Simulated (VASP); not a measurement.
# NaCl (P6/mmm) in VASP: relaxation of cell and atoms with PBE

Aim: the relaxation of cell and atoms of NaCl with PBE.

Everything below comes from runs of VASP 6.6.1. Logs are shortened: lines on timing, memory, paths and dates and some standing lists are left out, and cuts for length are marked.

**1. The cell of the first run**

The structure is hexagonal, space group P6/mmm (No. 191). Conventional cell: a = 5.442 Å, b = 5.442 Å, c = 4.996 Å, α = 90.00°, β = 90.00°, γ = 120.00°. Na (site symmetry 6/mmm) has 2 Cl at 2.50 Å within 3.3 Å. Cl (site symmetry 6/mmm) has 2 Na at 2.50 Å within 3.3 Å.

The cell was generated, and may not be a known phase.

**2. Relaxation of cell and atoms, PBE**

The input, INCAR:

```
PREC = Accurate ; ENCUT = 1130
EDIFF = 1E-7 ; ISMEAR = 0
SIGMA = 0.02 ; LREAL = F
LASPH = T ; NELM = 120
ALGO = Normal ; ISIF = 3
LWAVE = F ; LCHARG = F
GGA = PE ; IBRION = 2
NSW = 100 ; EDIFFG = -0.01
GGA_COMPAT = F ; NELMIN = 4
```

The input, KPOINTS:

```
Automatic mesh
0
Gamma
  6 6 6
```

The input, POSCAR:

```
NaCl
1.0
    5.4417977143      0.0000000000      0.0000000000
   -2.7208988571      4.7127350628      0.0000000000
    0.0000000000      0.0000000000      4.9957093192
Na Cl
1 1
Direct
    0.0000000000      0.0000000000      0.5000000000
    0.0000000000      0.0000000000      0.0000000000
```

Potentials or basis: VASP PAW PBE potentials, release 64 (Na_sv, Cl).

On the command line:

```sh
$ cat potpaw_PBE.64/Na_sv/POTCAR potpaw_PBE.64/Cl/POTCAR > POTCAR
$ mpirun -np 1 vasp_std > vasp.out
```

OUTCAR:

```text
PREC = Accurate
   ENCUT = 1130
   EDIFF = 1E-7
   ISMEAR = 0
   LREAL = F
   LASPH = T
   NELM = 120
   ISIF = 3
   GGA = PE
   IBRION = 2
   NSW = 100
   EDIFFG = -0.01
   NELMIN = 4

 ion  position               nearest neighbor table
   1  0.000  0.000  0.500-
   2  0.000  0.000  0.000-

  LATTYP: Found a hexagonal cell.
 ALAT       =     5.4417977143
 C/A-ratio  =     0.9180255462

  Lattice vectors:

 A1 = (   5.4417977143,   0.0000000000,   0.0000000000)
 A2 = (  -2.7208988571,   4.7127350628,   0.0000000000)
 A3 = (   0.0000000000,   0.0000000000,   4.9957093192)

Analysis of symmetry for initial positions (statically):
=====================================================================
 Subroutine PRICEL returns:
 Original cell was already a primitive cell.

 Routine SETGRP: Setting up the symmetry group for a
 hexagonal supercell.

 Subroutine GETGRP returns: Found 24 space group operations
 (whereof 24 operations were pure point group operations)
 out of a pool of 24 trial point group operations.

The static configuration has the point symmetry D_6h.

Analysis of symmetry for dynamics (positions and initial velocities):
=====================================================================
 Subroutine PRICEL returns:
 Original cell was already a primitive cell.

 Routine SETGRP: Setting up the symmetry group for a
 hexagonal supercell.

 Subroutine GETGRP returns: Found 24 space group operations
 (whereof 24 operations were pure point group operations)
 out of a pool of 24 trial point group operations.

The dynamic configuration has the point symmetry D_6h.

 Subroutine INISYM returns: Found 24 space group operations
 (whereof 24 operations are pure point group operations),
 and found     1 'primitive' translations

----------------------------------------------------------------------------------------

                                     Primitive cell

  volume of cell :     128.1187

  direct lattice vectors                    reciprocal lattice vectors
     5.441797714  0.000000000  0.000000000     0.183762803  0.106095504  0.000000000
    -2.720898857  4.712735063  0.000000000     0.000000000  0.212191007  0.000000000
     0.000000000  0.000000000  4.995709319     0.000000000  0.000000000  0.200171775

  length of vectors
     5.441797714  5.441797714  4.995709319     0.212191007  0.212191007  0.200171775

  position of ions in fractional coordinates (direct lattice)
     0.000000000  0.000000000  0.500000000
     0.000000000  0.000000000  0.000000000

  ion indices of the primitive-cell ions
   primitive index   ion index
                 1           1
                 2           2

----------------------------------------------------------------------------------------

 KPOINTS: Automatic mesh

Automatic generation of k-mesh.
 Grid dimensions read from file:
 generate k-points for:    6    6    6

 Generating k-lattice:

  Cartesian coordinates                     Fractional coordinates (reciprocal lattice)
     0.030627134  0.017682584  0.000000000     0.166666667  0.000000000  0.000000000
     0.000000000  0.035365168  0.000000000     0.000000000  0.166666667  0.000000000
     0.000000000  0.000000000  0.033361962     0.000000000  0.000000000  0.166666667

  Length of vectors
     0.035365168  0.035365168  0.033361962

  Shift w.r.t. Gamma in fractional coordinates (k-lattice)
     0.000000000  0.000000000  0.000000000

 Subroutine IBZKPT returns following result:
 ===========================================

 Found     28 irreducible k-points:

 Following reciprocal coordinates:
            Coordinates               Weight
  0.000000  0.000000  0.000000      1.000000
  0.166667  0.000000  0.000000      6.000000
  0.333333  0.000000  0.000000      6.000000
  0.500000  0.000000  0.000000      3.000000
  0.166667  0.166667  0.000000      6.000000
  0.333333  0.166667  0.000000     12.000000
[... 16 lines left out ...]
  0.166667  0.000000  0.500000      6.000000
  0.333333  0.000000  0.500000      6.000000
 [... further k-points ...]
   k-points           NKPTS =     28   k-points in BZ     NKDIM =     28   number of bands    NBANDS=     12
   number of dos      NEDOS =    301   number of ions     NIONS =      2
   total plane-waves  NPLWV = 201600
   dimension x,y,z NGX =    60 NGY =   60 NGZ =   56
   dimension x,y,z NGXF=   120 NGYF=  120 NGZF=  112
   ions per type =               1   1
   NGX,Y,Z   is equivalent  to a cutoff of  18.33, 18.33, 18.64 a.u.
   NGXF,Y,Z  is equivalent  to a cutoff of  36.66, 36.66, 37.27 a.u.
 SYSTEM =  unknown system
   PREC   = accura    normal or accurate (medium, high low for compatibility)
   ISTART =      0    job   : 0-new  1-cont  2-samecut
   ICHARG =      2    charge: 1-file 2-atom 10-const
   ISPIN  =      1    spin polarized calculation?
   LNONCOLLINEAR =      F non collinear calculations
   LSORBIT =      F    spin-orbit coupling
   LASPH  =      T    aspherical Exc in radial PAW
   ENCUT  = 1130.0 eV  83.05 Ry    9.11 a.u.  14.92 14.92 13.69*2*pi/ulx,y,z
   NELM   =    120;   NELMIN=  4; NELMDL= -5     # of ELM steps
   EDIFF  = 0.1E-06   stopping-criterion for ELM
   LREAL  =      F    real-space projection
   EDIFFG = -.1E-01   stopping-criterion for IOM
   NSW    =    100    number of steps for IOM
   IBRION =      2    ionic relax: 0-MD 1-quasi-New 2-CG
   NFREE  =      1    steps in history (QN), initial steepest desc. (CG)
   ISIF   =      3    stress and relaxation
   ISYM   =      2    0-nonsym 1-usesym 2-fastsym
   POTIM  = 0.5000    time-step for ionic-motion
   TEBEG  =    0.0;   TEEND  =   0.0 temperature during run
   PSTRESS=    0.0 pullay stress
   NELECT =      16.0000    total number of electrons
   NUPDOWN=      -1.0000    fix difference up-down
   EMIN   =  10.00;   EMAX   =-10.00  energy-range for DOS
   EFERMI =   0.00;   METHOD = LEGACY
   ISMEAR =     0;   SIGMA  =   0.02  broadening in eV -4-tet -1-fermi 0-gaus
   EFERMI_NEDOS =   21; number of points for ismear=-14 and -15
   IALGO  =     38    algorithm
   IMIX   =      4    mixing-type and parameters
     AMIX     =   0.40;   BMIX     =  1.00
     AMIX_MAG =   1.60;   BMIX_MAG =  1.00
  volume/ion in A,a.u.               =      64.06       432.29
  Fermi-wavevector in a.u.,A,eV,Ry     =   0.818296  1.546356  9.110583  0.669609
  Thomas-Fermi vector in A             =   1.928898
   LORBIT       =      0    0 simple, 1 ext, 2 COOP (PROOUT), +10 PAW based schemes
   GGA     = PE    functional components
   LHFCALC =     F    Hartree Fock is set to
   AEXX    =    0.0000 exact exchange contribution
   IVDW    =     0    specifies the selected vdW correction
   LEPSILON=     F    determine dielectric tensor
   LRPA    =     F    only Hartree local field effects (RPA)
 conjugate gradient relaxation of ions
 non-spin polarized calculation
 Gauss-broadening in eV      SIGMA  =   0.02
  energy-cutoff  :     1130.00
  volume of cell :      128.12
 maximum number of plane-waves:     11103
 NGX is ok and might be reduce to    60
   NGX = 29   NGY = 29   NGZ = 27

--------------------------------------- Ionic step        1  -------------------------------------------

 number of electron      16.0000002 magnetization

 Free energy of the ion-electron system (eV)
  ---------------------------------------------------
  ext. energy  EPLUGINS =         0.00000000
  ---------------------------------------------------
  free energy    TOTEN  =        -5.89590986 eV

  energy without entropy =       -5.89590986  energy(sigma->0) =       -5.89590986

------------------------ aborting loop because EDIFF is reached ----------------------------------------

  FORCE on cell =-STRESS in cart. coord.  units (eV):
  Direction    XX          YY          ZZ          XY          YZ          ZX
  --------------------------------------------------------------------------------------
  -------------------------------------------------------------------------------------
  Total        0.0874176      0.0874176     -0.0293135      0.0000000      0.0000000     -0.0000000
  in kB        1.0931937      1.0931937     -0.3665780      0.0000000      0.0000000     -0.0000000
  external PRESSURE =       0.6066031 kB  Pullay stress =       0.0000000 kB
[... 89 lines left out ...]
  FREE ENERGIE OF THE ION-ELECTRON SYSTEM (eV)
  ---------------------------------------------------
  free  energy   TOTEN  =        -5.8970662245 eV

  energy  without entropy=       -5.8970662245  energy(sigma->0) =       -5.89706622

[... ionic steps 4 to 12 ...]

--------------------------------------- Ionic step       13  -------------------------------------------

 number of electron      16.0000007 magnetization

------------------------ aborting loop because EDIFF is reached ----------------------------------------

  FORCE on cell =-STRESS in cart. coord.  units (eV):
  Direction    XX          YY          ZZ          XY          YZ          ZX
  --------------------------------------------------------------------------------------
  -------------------------------------------------------------------------------------
  Total        0.0053753      0.0053753     -0.0344449      0.0000000     -0.0000000      0.0000000
  in kB        0.0609098      0.0609098     -0.3903127      0.0000000     -0.0000000      0.0000000
  external PRESSURE =      -0.0894977 kB  Pullay stress =       0.0000000 kB
[... 57 lines left out ...]
  energy  without entropy=       -5.9001181352  energy(sigma->0) =       -5.90011814

--------------------------------------- Ionic step       15  -------------------------------------------

 number of electron      16.0000007 magnetization

 Free energy of the ion-electron system (eV)
  ---------------------------------------------------
  ext. energy  EPLUGINS =         0.00000000
  ---------------------------------------------------
  free energy    TOTEN  =        -5.90012603 eV

  energy without entropy =       -5.90012603  energy(sigma->0) =       -5.90012603

 E-fermi :  -4.2580     XC(G=0):  -4.0325

 val. band max:       -4.4166649417   @ k =   0.0000   0.0000   0.5000
 cond. band min:      -0.3592806413   @ k =   0.0000   0.0000   0.0000
 fundamental gap:      4.0573843004
 Fermi energy:        -4.2580038677

 k-point     1 :       0.0000    0.0000    0.0000
  band No.  band energies     occupation
      1     -54.3764      2.00000
      2     -26.3297      2.00000
      3     -26.3297      2.00000
      4     -26.2287      2.00000
      5     -16.3463      2.00000
      6      -5.0053      2.00000
      7      -4.4394      2.00000
      8      -4.4394      2.00000
      9      -0.3593      0.00000
     10       4.3457      0.00000
     11       4.7742      0.00000
     12       4.7742      0.00000
[... 331 lines left out ...]
 k-point    24 :       0.3333    0.0000    0.5000
  band No.  band energies     occupation
      1     -54.3763      2.00000
      2     -26.3297      2.00000
      3     -26.3296      2.00000
      4     -26.2378      2.00000
      5     -16.2709      2.00000
      6      -5.4422      2.00000
      7      -4.5040      2.00000
      8      -4.4362      2.00000
      9       1.4842      0.00000
     10       2.9303      0.00000
     11       3.0700      0.00000
     12       3.8057      0.00000

 [... further k-points ...]

------------------------ aborting loop because EDIFF is reached ----------------------------------------

  FORCE on cell =-STRESS in cart. coord.  units (eV):
  Direction    XX          YY          ZZ          XY          YZ          ZX
  --------------------------------------------------------------------------------------
  -------------------------------------------------------------------------------------
  Total       -0.0015877     -0.0015877      0.0042463     -0.0000000     -0.0000000      0.0000000
  in kB       -0.0179054     -0.0179054      0.0478891     -0.0000000     -0.0000000      0.0000000
  external PRESSURE =       0.0040261 kB  Pullay stress =       0.0000000 kB
[... 17 lines left out ...]
  FREE ENERGIE OF THE ION-ELECTRON SYSTEM (eV)
  ---------------------------------------------------
  free  energy   TOTEN  =        -5.9001260289 eV

  energy  without entropy=       -5.9001260289  energy(sigma->0) =       -5.90012603

 reached required accuracy - stopping structural energy minimisation
```

Wall time 21 min (1 thread of Intel Xeon Platinum 8375C at 2.90GHz (Ice Lake), shared host); peak memory 0.58 GiB.

Results:

```
Free energy                           : -5.9001 eV
Relaxed volume                        : 71.03 Å³/atom
Relaxed cell                          : a = 5.728 Å, b = 5.728 Å, c = 4.999 Å, α = 90.00°, β = 90.00°, γ = 120.00°
Space group after relaxing (to 0.1 Å) : P6/mmm (No. 191)
Energy gained by relaxing             : 2.1 meV/atom
Ionic steps                           : 15
Pressure after relaxing               : 0.0 GPa
Band gap on the k mesh                : 4.06 eV (least direct gap 4.08 eV)
```

The path:
```
step  energy change (eV)  largest force (eV/Å)  pressure (GPa)  volume (Å³)
   1              0.0000                0.0000            0.06       128.12
   2             -0.0004                0.0000            0.07       128.57
   3             -0.0012                0.0000            0.11       129.92
   4             -0.0015                0.0000            0.19       132.63
   5             -0.0016                0.0000            0.16       131.82
   6             -0.0017                0.0000            0.16       132.06
   7             -0.0020                0.0000            0.15       132.54
   8             -0.0024                0.0000            0.13       133.49
   9             -0.0032                0.0000            0.09       135.40
  10             -0.0041                0.0000            0.02       139.27
  11             -0.0034                0.0000           -0.09       147.21
  12             -0.0042                0.0000           -0.01       141.62
  13             -0.0042                0.0000           -0.01       141.39
  14             -0.0042                0.0000           -0.01       141.61
  15             -0.0042                0.0000            0.00       142.06
```

Final structure:
```
Na Cl
1.0
     5.72850    0.00000    0.00000
    -2.86425    4.96103    0.00000
     0.00000    0.00000    4.99889
Na Cl
1 1
Direct
  0.00000 0.00000 0.50000
  0.00000 0.00000 0.00000
```

A k mesh can miss the band edges.
